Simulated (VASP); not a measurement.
# W: single point with PBEsol

The system is W.

```
W
1.0
     2.13803    0.00000    0.00000
     0.00000    2.13803    0.00000
     0.00000    0.00000    2.13803
W
1
Direct
  0.00000 0.00000 0.00000
```

This cell differs from its parent crystal: volume scaled by 0.55.

```json
{
  "Program": "VASP 6.6.1",
  "Task": "single point",
  "Functional": "PBEsol",
  "Potentials or basis": "VASP PAW PBE potentials, release 64 (W_sv)",
  "Cutoff": "520 eV",
  "k mesh": "16 × 16 × 16",
  "Occupations": "fermi-dirac, width 0.1 eV",
  "Spin": "no spin polarisation"
}
```

| Quantity | Value |
| --- | --- |
| Pressure | 489.4 GPa |
| Band gap on the k mesh | zero (band 7 reaches 22.92 eV, above the bottom of band 8 at 17.80 eV) |

Levels at points of the mesh, in eV from the Fermi level:
| k point | band 3 | band 4 | band 5 | band 6 | band 7 | band 8 | band 9 | band 10 | band 11 | band 12 |
| --- | --- | --- | --- | --- | --- | --- | --- | --- | --- | --- |
| (0.00, 0.00, 0.00) | -36.52 | -36.52 | -11.49 | -9.52 | -9.52 | 10.08 | 10.08 | 10.08 | 21.46 | 21.46 |
| (0.50, 0.00, 0.00) | -35.76 | -35.76 | -7.35 | -6.63 | 0.30 | 0.59 | 0.59 | 11.27 | 14.51 | 19.87 |
| (0.50, 0.50, 0.00) | -42.11 | -35.06 | -13.01 | -4.39 | 2.61 | 2.61 | 9.48 | 9.48 | 16.61 | 21.31 |
| (0.50, 0.50, 0.50) | -41.06 | -41.06 | -9.63 | -9.63 | -9.63 | 4.47 | 17.51 | 17.51 | 25.74 | 25.74 |

Wall time 3.7 s on 1 thread of Intel(R) Xeon(R) 6975P-C (Granite Rapids) (shared host), peak memory 0.12 GiB.

Caveat: the PAW data sets were made with another functional, which shifts forces and pressure a little; spin-orbit coupling is left out, which moves the levels of the heavy elements.
